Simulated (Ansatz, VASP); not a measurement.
**Two plane-wave programs on TiB2**

```
Ti B
1.0
     3.01740    0.00000    0.00000
    -1.50870    2.61315    0.00000
     0.00000    0.00000    3.18439
Ti B
1 2
Direct
  0.00000 0.00000 0.00000
  0.33333 0.66667 0.50000
  0.66667 0.33333 0.50000
```

Alike in both runs: task single point; functional PBEsol; k mesh 6 × 6 × 4; occupations gaussian, width 0.1 eV; no spin polarisation.

|  | VASP | Ansatz |
| --- | --- | --- |
| version | VASP 6.6.1 | Ansatz 0.2.0 |
| potentials or method | VASP PAW PBE potentials, release 64 (Ti_sv, B), cutoff 500 eV | scalar-relativistic, plane waves, PAW |
| valence electrons in the cell | 18 | 18 |

|  | VASP | Ansatz | Ansatz less VASP |
| --- | --- | --- | --- |
| gap on the k mesh at the Fermi level (eV) | none | none | - |
| pressure (GPa) | 0.6 | 0.2 | -0.42 |
| traceless stress, the component that is largest in VASP (GPa) | -3.23 | -3.15 | +0.077 |

VASP's potentials were made for PBE, not for PBEsol, and Ansatz warns of the same on its side. A gap of «none» marks a metal or a gap that the smearing closes. The functional is the same, so the differences come from potentials, cutoffs and numerics.

The k mesh is coarse, so the values compare programs but aren't converged.
